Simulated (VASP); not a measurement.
# AlNi3 (Fm-3m) in VASP: further runs

Runs on AlNi3. Level: PBE. Tasks: single point.

Everything below comes from runs of VASP 6.6.1. Logs are shortened: lines on timing, memory, paths and dates and some standing lists are left out, and cuts for length are marked.

### Step 1. The cell of the first run

It takes space group Fm-3m (No. 225, cubic). Conventional cell: a = 5.309 Å, b = 5.309 Å, c = 5.309 Å, α = 90.00°, β = 90.00°, γ = 90.00°. Within 3.0 Å of Al (site symmetry m-3m) lie 14 Ni at 2.30 to 2.65 Å. Ni (site symmetry -43m) has 4 Al at 2.30 Å and 10 Ni at 2.30 to 2.65 Å within 3.0 Å. Within 3.0 Å of Ni (site symmetry m-3m) lie 8 Ni at 2.30 Å and 6 Al at 2.65 Å.

### Step 2. Single point, PBE, collinear spin, ferromagnetic start (9.35 Å³/atom)

File INCAR:

```
  PREC = Accurate
  ENCUT = 520
  EDIFF = 1E-6
  ISMEAR = 0
  SIGMA = 0.15
  LREAL = F
  LASPH = T
  NELM = 150
  ALGO = Fast
  ISIF = 2
  LWAVE = F
  LCHARG = F
  ISPIN = 2
  MAGMOM = 0 0.75 0.75 0.75
  LORBIT = 11
  NUPDOWN = 2.25
  LMAXMIX = 4
  GGA = PE
  NBANDS = 28
```

File KPOINTS:

```
Automatic mesh
0
Gamma
  14 14 14
```

File POSCAR:

```
AlNi3
1.0
    0.0000000000      2.6543774807      2.6543774807
    2.6543774807      0.0000000000      2.6543774807
    2.6543774807      2.6543774807      0.0000000000
Al Ni
1 3
Direct
    0.5000000000      0.5000000000      0.5000000000
    0.2500000000      0.2500000000      0.2500000000
    0.0000000000      0.0000000000      0.0000000000
    0.7500000000      0.7500000000      0.7500000000
```

Potentials or basis: VASP PAW PBE potentials, release 64 (Al, Ni).

On the command line:

```sh
$ cat potpaw_PBE.64/Al/POTCAR potpaw_PBE.64/Ni/POTCAR > POTCAR
$ mpirun -np 1 vasp_std > vasp.out
```

OUTCAR:

```text
PREC = Accurate
   ENCUT = 520
   EDIFF = 1E-6
   ISMEAR = 0
   LREAL = F
   LASPH = T
   NELM = 150
   ISIF = 2
   ISPIN = 2
   LORBIT = 11
   NUPDOWN = 2.25
   GGA = PE

 ion  position               nearest neighbor table
   1  0.500  0.500  0.500-   2 2.30   2 2.30   2 2.30   2 2.30   4 2.30   4 2.30   4 2.30   4 2.30
                             3 2.65   3 2.65   3 2.65   3 2.65   3 2.65   3 2.65
   2  0.250  0.250  0.250-   3 2.30   3 2.30   3 2.30   1 2.30   3 2.30   1 2.30   1 2.30   1 2.30
                             4 2.65   4 2.65   4 2.65   4 2.65   4 2.65   4 2.65
   3  0.000  0.000  0.000-   4 2.30   4 2.30   4 2.30   2 2.30   4 2.30   2 2.30   2 2.30   2 2.30
                             1 2.65   1 2.65   1 2.65   1 2.65   1 2.65   1 2.65
   4  0.750  0.750  0.750-   1 2.30   1 2.30   1 2.30   1 2.30   3 2.30   3 2.30   3 2.30   3 2.30
                             2 2.65   2 2.65   2 2.65   2 2.65   2 2.65   2 2.65

  LATTYP: Found a face centered cubic cell.
 ALAT       =     5.3087549614

  Lattice vectors:

 A1 = (   0.0000000000,   2.6543774807,   2.6543774807)
 A2 = (   2.6543774807,   0.0000000000,   2.6543774807)
 A3 = (   2.6543774807,   2.6543774807,   0.0000000000)

Analysis of symmetry for initial positions (statically):
=====================================================================
 Subroutine PRICEL returns:
 Original cell was already a primitive cell.

 Routine SETGRP: Setting up the symmetry group for a
 face centered cubic supercell.

 Subroutine GETGRP returns: Found 48 space group operations
 (whereof 48 operations were pure point group operations)
 out of a pool of 48 trial point group operations.

The static configuration has the point symmetry O_h .

Analysis of symmetry for dynamics (positions and initial velocities):
=====================================================================
 Subroutine PRICEL returns:
 Original cell was already a primitive cell.

 Routine SETGRP: Setting up the symmetry group for a
 face centered cubic supercell.

 Subroutine GETGRP returns: Found 48 space group operations
 (whereof 48 operations were pure point group operations)
 out of a pool of 48 trial point group operations.

The dynamic configuration has the point symmetry O_h .

Analysis of structural, dynamic, and magnetic symmetry:
=====================================================================
 Subroutine PRICEL returns:
 Original cell was already a primitive cell.

 Routine SETGRP: Setting up the symmetry group for a
 face centered cubic supercell.

 Subroutine GETGRP returns: Found 48 space group operations
[... 130 lines left out ...]
  Thomas-Fermi vector in A             =   2.671923
   LORBIT       =     11    0 simple, 1 ext, 2 COOP (PROOUT), +10 PAW based schemes
   GGA     = PE    functional components
   LHFCALC =     F    Hartree Fock is set to
   AEXX    =    0.0000 exact exchange contribution
   IVDW    =     0    specifies the selected vdW correction
   LEPSILON=     F    determine dielectric tensor
   LRPA    =     F    only Hartree local field effects (RPA)
 spin polarized calculation
 RMM-DIIS sequential band-by-band and
 Gauss-broadening in eV      SIGMA  =   0.15
  energy-cutoff  :      520.00
  volume of cell :       37.40
 maximum number of plane-waves:      1022
   NGX = 13   NGY = 13   NGZ = 13

 number of electron      32.9999978 magnetization       2.2499998

 Free energy of the ion-electron system (eV)
  ---------------------------------------------------
  ext. energy  EPLUGINS =         0.00000000
  ---------------------------------------------------
  free energy    TOTEN  =       -19.76995266 eV

  energy without entropy =      -19.70561624  energy(sigma->0) =      -19.73778445

 E-fermi :  12.0848     XC(G=0): -13.7335

 val. band max:       13.4255354081   @ k =  -0.2143   0.2143   0.0000
 cond. band min:      12.0871490714   @ k =  -0.3571   0.4286   0.0714
 fundamental gap:     -1.3383863367
 Fermi energy:        13.4759969865

 spin component 1

 k-point     1 :       0.0000    0.0000    0.0000
  band No.  band energies     occupation
      1       0.9529      1.00000
      2       7.4344      1.00000
      3       7.4344      1.00000
      4       7.8209      1.00000
      5       7.8209      1.00000
      6       7.8209      1.00000
[... 733 lines left out ...]
     27      27.4490      0.00000
     28      28.3697      0.00000

 [... further k-points ...]

 spin component 2

 k-point     1 :       0.0000    0.0000    0.0000
  band No.  band energies     occupation
      1       1.1281      1.00000
      2       7.9485      1.00000
      3       7.9485      1.00000
      4       8.2667      1.00000
      5       8.2667      1.00000
      6       8.2667      1.00000
[... 733 lines left out ...]
     27      27.7134      0.00000
     28      28.6309      0.00000

 [... further k-points ...]
[... 5 lines left out ...]
  --------------------------------------------------------------------------------------
  -------------------------------------------------------------------------------------
  Total       14.4487701     14.4487701     14.4487701      0.0000000      0.0000000      0.0000000
  in kB      618.9041775    618.9041775    618.9041775      0.0000000      0.0000000      0.0000000
  external PRESSURE =     618.9041775 kB  Pullay stress =       0.0000000 kB

 VOLUME and BASIS-vectors are now :
 -----------------------------------------------------------------------------
  energy-cutoff  :      520.00
  volume of cell :       37.40
      direct lattice vectors                 reciprocal lattice vectors
     0.000000000  2.654377481  2.654377481    -0.188368084  0.188368084  0.188368084
     2.654377481  0.000000000  2.654377481     0.188368084 -0.188368084  0.188368084
     2.654377481  2.654377481  0.000000000     0.188368084  0.188368084 -0.188368084

 POSITION                                       TOTAL-FORCE (eV/Angst)
 -----------------------------------------------------------------------------------
      2.65438      2.65438      2.65438        -0.000000     -0.000000     -0.000000
      1.32719      1.32719      1.32719         0.000000      0.000000      0.000000
      0.00000      0.00000      0.00000        -0.000000     -0.000000     -0.000000
      3.98157      3.98157      3.98157         0.000000     -0.000000      0.000000
 -----------------------------------------------------------------------------------
    total drift:                                0.000000      0.000000      0.000000

  FREE ENERGIE OF THE ION-ELECTRON SYSTEM (eV)
  ---------------------------------------------------
  free  energy   TOTEN  =       -19.7699526552 eV

  energy  without entropy=      -19.7056162372  energy(sigma->0) =      -19.73778445

 total charge

# of ion       s       p       d       tot
------------------------------------------
    1        0.434   0.513   0.000   0.946
    2        0.577   0.722   8.497   9.796
    3        0.578   0.718   8.432   9.729
    4        0.577   0.722   8.497   9.796
--------------------------------------------------
tot          2.166   2.675  25.427  30.268

 magnetization (x)

# of ion       s       p       d       tot
------------------------------------------
    1        0.004   0.034   0.000   0.038
    2        0.022   0.046   0.594   0.662
    3        0.011   0.043   0.734   0.788
    4        0.022   0.046   0.594   0.662
--------------------------------------------------
tot          0.059   0.170   1.921   2.150
```

OSZICAR:

```text
N       E                     dE             d eps       ncg     rms          rms(c)
DAV:   1     0.200923667232E+03    0.20092E+03   -0.13905E+04 12376   0.159E+03
DAV:   2    -0.107041517756E+02   -0.21163E+03   -0.19660E+03 11732   0.303E+02
DAV:   3    -0.234948835550E+02   -0.12791E+02   -0.12146E+02 12712   0.916E+01
DAV:   4    -0.237295981438E+02   -0.23471E+00   -0.23434E+00 13268   0.120E+01
DAV:   5    -0.237381349092E+02   -0.85368E-02   -0.85358E-02 13744   0.205E+00    0.226E+01
RMM:   6    -0.215856629028E+02    0.21525E+01   -0.21221E+01 13423   0.475E+01    0.137E+01
RMM:   7    -0.199711053659E+02    0.16146E+01   -0.44508E+00 12889   0.228E+01    0.723E+00
RMM:   8    -0.201151204869E+02   -0.14402E+00   -0.45389E-01 13378   0.646E+00    0.810E+00
RMM:   9    -0.197788064233E+02    0.33631E+00   -0.18570E-01 13474   0.425E+00    0.184E+00
RMM:  10    -0.197724185598E+02    0.63879E-02   -0.12451E-02 15194   0.674E-01    0.514E-01
RMM:  11    -0.197699912646E+02    0.24273E-02   -0.29431E-03 15459   0.384E-01    0.206E-01
RMM:  12    -0.197699172487E+02    0.74016E-04   -0.67474E-04 16713   0.168E-01    0.966E-02
RMM:  13    -0.197699505119E+02   -0.33263E-04   -0.17195E-04 17156   0.734E-02    0.445E-02
RMM:  14    -0.197699519374E+02   -0.14256E-05   -0.20185E-05 16031   0.255E-02    0.165E-02
RMM:  15    -0.197699526552E+02   -0.71782E-06   -0.31092E-06  9724   0.109E-02
   1 F= -.19769953E+02 E0= -.19737784E+02  d E =-.643364E-01  mag=     2.2500
```

stdout:

```text
POSCAR found type information on POSCAR AlNi
 POSCAR found :  2 types and       4 ions
 scaLAPACK will be used
 LDA part: xc-table for (Slater+PW92), standard interpolation
 POSCAR, INCAR and KPOINTS ok, starting setup
 FFT: planning ... GRIDC
 FFT: planning ... GRID_SOFT
 FFT: planning ... GRID
 WAVECAR not read
 entering main loop
WARNING in EDDRMM: call to ZHEGV failed, returncode =   8  4     27
WARNING in EDDRMM: call to ZHEGV failed, returncode =   8  4     27
```

It took 3.4 min on 1 thread of AMD EPYC 7R13 (Zen 3), shared host; peak memory 0.25 GiB.

Results:

```
Free energy                                           : -19.7700 eV
Pressure                                              : 61.9 GPa
Net moment                                            : 2.25 μB per cell
Site moments                                          : Al +0.04; Ni +0.66, +0.79 (each value once) μB
Valence electrons inside the program's atomic spheres : Al 0.95; Ni 9.80, 9.73 (each value once)
```

Caveat: the cell stands under pressure; the total moment is fixed, so each spin has its own Fermi level.

### Step 3. Single point, PBE, collinear spin, ferromagnetic start (9.35 Å³/atom)

File INCAR:

```
PREC     = Accurate       # precision mode
ENCUT    = 520            # plane-wave cutoff, eV
EDIFF    = 1E-6           # SCF threshold, eV
ISMEAR   = 0              # smearing method
SIGMA    = 0.15           # smearing width, eV
LREAL    = False          # projectors in reciprocal space
LASPH    = True           # aspherical terms in the spheres
NELM     = 150            # most SCF steps
ALGO     = Normal         # electronic algorithm
ISIF     = 2              # what is computed and relaxed
LWAVE    = False          # write WAVECAR
LCHARG   = False          # write CHGCAR
ISPIN    = 2              # spin polarisation
MAGMOM   = 0 0.5 0.5 0.5  # initial moments
LORBIT   = 11             # projections on sites
NUPDOWN  = 1.5            # fixed moment
LMAXMIX  = 4              # l up to which the mixer works
GGA      = PE             # functional
NBANDS   = 28             # bands
```

KPOINTS is that of step 2.

POSCAR is that of step 2.

Potentials or basis: VASP PAW PBE potentials, release 64 (Al, Ni).

On the command line:

```sh
$ cat potpaw_PBE.64/Al/POTCAR potpaw_PBE.64/Ni/POTCAR > POTCAR
$ mpirun -np 1 vasp_std > vasp.out
```

Wall time 3.1 min (1 thread of AMD EPYC 7R13 (Zen 3), shared host); peak memory 0.25 GiB.

The run converged. Its results:

| Item | Value |
| --- | --- |
| Free energy | -20.1951 eV |
| Pressure | 58.6 GPa |
| Net moment | 1.50 μB per cell |
| Site moments | Al +0.02; Ni +0.43, +0.56 (each value once) μB |
| Valence electrons inside the program's atomic spheres | Al 0.94; Ni 9.80, 9.74 (each value once) |

Caveat: the cell stands under pressure; the total moment is fixed, so each spin has its own Fermi level.

### Step 4. Single point, PBE, collinear spin, ferromagnetic start (9.35 Å³/atom)

File INCAR:

```
PREC     = Accurate       # precision mode
ENCUT    = 520            # plane-wave cutoff, eV
EDIFF    = 1E-6           # SCF threshold, eV
ISMEAR   = 0              # smearing method
SIGMA    = 0.15           # smearing width, eV
LREAL    = F              # projectors in reciprocal space
LASPH    = T              # aspherical terms in the spheres
NELM     = 150            # most SCF steps
ALGO     = Normal         # electronic algorithm
ISIF     = 2              # what is computed and relaxed
LWAVE    = F              # write WAVECAR
LCHARG   = F              # write CHGCAR
ISPIN    = 2              # spin polarisation
MAGMOM   = 0 1 1 1        # initial moments
LORBIT   = 11             # projections on sites
NUPDOWN  = 3.0            # fixed moment
LMAXMIX  = 4              # l up to which the mixer works
GGA      = PE             # functional
NBANDS   = 28             # bands
```

File KPOINTS:

```
regular mesh
0
Gamma
  14 14 14
```

POSCAR is that of step 3.

Potentials or basis: VASP PAW PBE potentials, release 64 (Al, Ni).

On the command line:

```sh
$ cat potpaw_PBE.64/Al/POTCAR potpaw_PBE.64/Ni/POTCAR > POTCAR
$ mpirun -np 1 vasp_std > vasp.out
```

OUTCAR:

```text
PREC = Accurate
   ENCUT = 520
   EDIFF = 1E-6
   ISMEAR = 0
   LREAL = F
   LASPH = T
   NELM = 150
   ISIF = 2
   ISPIN = 2
   LORBIT = 11
   NUPDOWN = 3.0
   GGA = PE

 ion  position               nearest neighbor table
   1  0.500  0.500  0.500-   2 2.30   2 2.30   2 2.30   2 2.30   4 2.30   4 2.30   4 2.30   4 2.30
                             3 2.65   3 2.65   3 2.65   3 2.65   3 2.65   3 2.65
   2  0.250  0.250  0.250-   3 2.30   3 2.30   3 2.30   1 2.30   3 2.30   1 2.30   1 2.30   1 2.30
                             4 2.65   4 2.65   4 2.65   4 2.65   4 2.65   4 2.65
   3  0.000  0.000  0.000-   4 2.30   4 2.30   4 2.30   2 2.30   4 2.30   2 2.30   2 2.30   2 2.30
[... 1724 lines left out ...]
     2.654377481  0.000000000  2.654377481     0.188368084 -0.188368084  0.188368084
     2.654377481  2.654377481  0.000000000     0.188368084  0.188368084 -0.188368084

 POSITION                                       TOTAL-FORCE (eV/Angst)
 -----------------------------------------------------------------------------------
      2.65438      2.65438      2.65438        -0.000000     -0.000000     -0.000000
      1.32719      1.32719      1.32719        -0.000000      0.000000     -0.000000
      0.00000      0.00000      0.00000        -0.000000     -0.000000     -0.000000
      3.98157      3.98157      3.98157         0.000000      0.000000      0.000000
 -----------------------------------------------------------------------------------
    total drift:                                0.000000      0.000000      0.000000

  FREE ENERGIE OF THE ION-ELECTRON SYSTEM (eV)
  ---------------------------------------------------
  free  energy   TOTEN  =       -19.1180202269 eV

  energy  without entropy=      -19.0453049850  energy(sigma->0) =      -19.08166261

 total charge

# of ion       s       p       d       tot
------------------------------------------
    1        0.433   0.520   0.000   0.954
    2        0.583   0.746   8.455   9.784
    3        0.583   0.744   8.390   9.717
    4        0.583   0.746   8.455   9.784
--------------------------------------------------
tot          2.182   2.756  25.300  30.239

 magnetization (x)

# of ion       s       p       d       tot
------------------------------------------
    1        0.009   0.055   0.000   0.064
    2        0.031   0.079   0.774   0.885
    3        0.016   0.075   0.913   1.003
    4        0.031   0.079   0.774   0.885
--------------------------------------------------
tot          0.088   0.288   2.462   2.837
```

stdout:

```text
POSCAR found type information on POSCAR AlNi
 POSCAR found :  2 types and       4 ions
 scaLAPACK will be used
 LDA part: xc-table for (Slater+PW92), standard interpolation
 POSCAR, INCAR and KPOINTS ok, starting setup
 FFT: planning ... GRIDC
 FFT: planning ... GRID_SOFT
 FFT: planning ... GRID
 WAVECAR not read
 entering main loop
```

It took 3.2 min on 1 thread of AMD EPYC 7R13 (Zen 3), shared host; peak memory 0.25 GiB.

Results:

| Property | Result |
| --- | --- |
| Free energy | -19.1180 eV |
| Pressure | 65.8 GPa |
| Net moment | 3.00 μB per cell |
| Site moments | Al +0.06; Ni +0.89, +1.00 (each value once) μB |
| Valence electrons inside the program's atomic spheres | Al 0.95; Ni 9.78, 9.72 (each value once) |

Caveat: the cell stands under pressure; the total moment is fixed, so each spin has its own Fermi level.

### Step 5. Single point, PBE, collinear spin, ferromagnetic start (10.04 Å³/atom)

This run uses another cell than the first one, of 10.04 Å³/atom.

File INCAR:

```
SYSTEM = AlNi3
PREC = Accurate
ENCUT = 520
EDIFF = 1E-7
ISMEAR = 0
SIGMA = 0.15
LREAL = .FALSE.
LASPH = .TRUE.
NELM = 150
ALGO = Fast
ISIF = 2
LWAVE = .FALSE.
LCHARG = .FALSE.
ISPIN = 2
MAGMOM = 0 0.5 0.5 0.5
LORBIT = 11
NUPDOWN = 1.5
LMAXMIX = 4
GGA = PE
NBANDS = 28
```

File KPOINTS:

```
Automatic mesh
0
G
  14 14 14
  0 0 0
```

File POSCAR:

```
AlNi3
1.0
    0.0000000000      2.7175807497      2.7175807497
    2.7175807497      0.0000000000      2.7175807497
    2.7175807497      2.7175807497      0.0000000000
Al Ni
1 3
Direct
    0.5000000000      0.5000000000      0.5000000000
    0.2500000000      0.2500000000      0.2500000000
    0.0000000000      0.0000000000      0.0000000000
    0.7500000000      0.7500000000      0.7500000000
```

On the command line:

```sh
$ cat potpaw_PBE.64/Al/POTCAR potpaw_PBE.64/Ni/POTCAR > POTCAR
$ mpirun -np 1 vasp_std > vasp.out
```

Wall time 4.5 min (1 thread of Intel Xeon Platinum 8488C (Sapphire Rapids), shared host); peak memory 0.3 GiB.

The run converged. Its results:

* Free energy: -20.9651 eV
* Pressure: 33.0 GPa
* Net moment: 1.50 μB per cell
* Site moments: Al +0.02; Ni +0.43, +0.57 (each value once) μB
* Valence electrons inside the program's atomic spheres: Al 0.89; Ni 9.64, 9.57 (each value once)

Caveat: the cell stands under pressure; the total moment is fixed, so each spin has its own Fermi level.

### Step 6. Single point, PBE, collinear spin, ferromagnetic start (10.04 Å³/atom)

This run uses another cell than the first one, of 10.04 Å³/atom.

File INCAR:

```
SYSTEM = AlNi3
  ALGO = Normal
  EDIFF = 1E-6
  ENCUT = 520
  GGA = PE
  ISIF = 2
  ISMEAR = 0
  ISPIN = 2
  LASPH = .True.
  LCHARG = .True.
  LELF = .True.
  LMAXMIX = 4
  LORBIT = 11
  LREAL = .False.
  LVHAR = .True.
  LWAVE = .False.
  MAGMOM = 0 0.75 0.75 0.75
  NBANDS = 28
  NELM = 150
  NUPDOWN = 2.25
  PREC = Accurate
  SIGMA = 0.15
```

File KPOINTS:

```
k-points
0
Gamma
  14 14 14
  0 0 0
```

POSCAR is that of step 5.

Potentials or basis: VASP PAW PBE potentials, release 64 (Al, Ni).

On the command line:

```sh
$ cat potpaw_PBE.64/Al/POTCAR potpaw_PBE.64/Ni/POTCAR > POTCAR
$ mpirun -np 1 vasp_std > vasp.out
```

Run time: 4.5 min. Hardware: 1 thread of Intel Xeon Platinum 8488C (Sapphire Rapids), shared host; peak memory 0.3 GiB.

The run converged. Its results:

```
Free energy                                           : -20.5898 eV
Pressure                                              : 35.7 GPa
Net moment                                            : 2.25 μB per cell
Site moments                                          : Al +0.03; Ni +0.66, +0.79 (each value once) μB
Valence electrons inside the program's atomic spheres : Al 0.89; Ni 9.63, 9.56 (each value once)
```

Caveat: the cell stands under pressure; the total moment is fixed, so each spin has its own Fermi level.

### Step 7. Overview

```csv
fixed moment (μB),cell,pressure (GPa),moment (μB)
2.25,"a = 3.754 Å, angles 60.0°, 4 atoms",61.9,2.25
1.5,"a = 3.754 Å, angles 60.0°, 4 atoms",58.6,1.50
3.0,"a = 3.754 Å, angles 60.0°, 4 atoms",65.8,3.00
1.5,"a = 3.843 Å, angles 60.0°, 4 atoms",33.0,1.50
2.25,"a = 3.843 Å, angles 60.0°, 4 atoms",35.7,2.25
```

Alike in all rows: task single point; level PBE; potentials or basis VASP PAW PBE potentials, release 64 (Al, Ni); spin collinear, ferromagnetic start; k mesh 14 × 14 × 14; cutoff (eV) 520; smearing gaussian 0.15 eV.

Caveats: the cell stands under pressure; the total moment is fixed, so each spin has its own Fermi level.

Absolute energies hang on the potentials; compare differences alone.
